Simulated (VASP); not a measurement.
Write the native input for VASP 6.6.1 that does the following.

* Task: single point
* Functional: PBE
* Potentials or basis: VASP PAW PBE potentials, release 64 (Ni)
* Cutoff: 520 eV
* k mesh: 13 × 8 × 11
* Occupations: fermi-dirac, width 0.1 eV
* Spin: collinear spin, ferromagnetic start
* Starting moments: [0.73, 0.73] μB
* Dipole correction: no
* Further INCAR settings: ALGO = Normal; EDIFF = 1e-07; NBANDS = 21; ISYM = 0

The structure of Ni lies in POSCAR:

```
Ni
1.0
    0.0000000000     -1.7671500000     -1.7671500000
   -3.5343000000     -1.7671500000     -1.7671500000
    0.0000000000      1.7671500000     -1.7671500000
Ni
2
Direct
    0.0000000000      0.0000000000      0.0000000000
    0.0000000000      0.5000000000      0.5000000000
```

One way to write it, as run:

INCAR

```
SYSTEM = Ni
  PREC = Accurate
  ENCUT = 520
  EDIFF = 1E-7
  ISMEAR = -1
  SIGMA = 0.1
  LREAL = .False.
  LASPH = .True.
  NELM = 150
  ALGO = Normal
  ISIF = 2
  LWAVE = .False.
  LCHARG = .False.
  ISPIN = 2
  MAGMOM = 0.73 0.73
  LORBIT = 11
  LMAXMIX = 4
  GGA = PE
  ISYM = 0
  NBANDS = 21
```

KPOINTS

```
regular mesh
0
Gamma
  13 8 11
  0 0 0
```

Potentials or basis: VASP PAW PBE potentials, release 64 (Ni).

Run with:

```console
$ cat potpaw_PBE.64/Ni/POTCAR > POTCAR
$ mpirun -np 1 vasp_std > vasp.out
```

It gave:

| Property | Result |
| --- | --- |
| Pressure | -2.3 GPa |
| Net moment | 1.23 μB per cell |
| Site moments | Ni +0.63 μB |
| Valence electrons inside the program's atomic spheres | Ni 9.29 |

It took 16 min on 1 thread of Intel Xeon 8259CL, with other jobs on the host, peak memory 0.45 GiB.
